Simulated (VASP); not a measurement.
Mg, 1 atom in the cell. It takes space group Fm-3m (No. 225, cubic). The conventional cell has a = 4.495 Å, b = 4.495 Å, c = 4.495 Å, α = 90.00°, β = 90.00°, γ = 90.00°. Within 4.2 Å of Mg (site symmetry m-3m) lie 12 Mg at 3.18 Å. This isn't the form of Mg at room conditions, which is hcp.

* Program: VASP 6.6.1
* Task: single point
* Functional: PBEsol
* Potentials or basis: VASP PAW PBE potentials, release 64 (Mg)
* Cutoff: 520 eV
* k mesh: 16 × 16 × 16
* Occupations: gaussian, width 0.1 eV
* Spin: no spin polarisation
* Dipole correction: no
* Further INCAR settings: ALGO = Fast; EDIFF = 1e-07; NBANDS = 7

Potentials or basis: VASP PAW PBE potentials, release 64 (Mg).

Launch:

```console
$ cat potpaw_PBE.64/Mg/POTCAR > POTCAR
$ mpirun -np 1 vasp_std > vasp.out
```

Hardware: 1 thread of Intel Xeon 8259CL, on a shared host.

**Question.** How long does it take, and how much memory?

**Answer.** It took 22 s on 1 thread of Intel Xeon 8259CL (shared host), peak memory 0.15 GiB. Counts: scf iterations 10, k points 145.
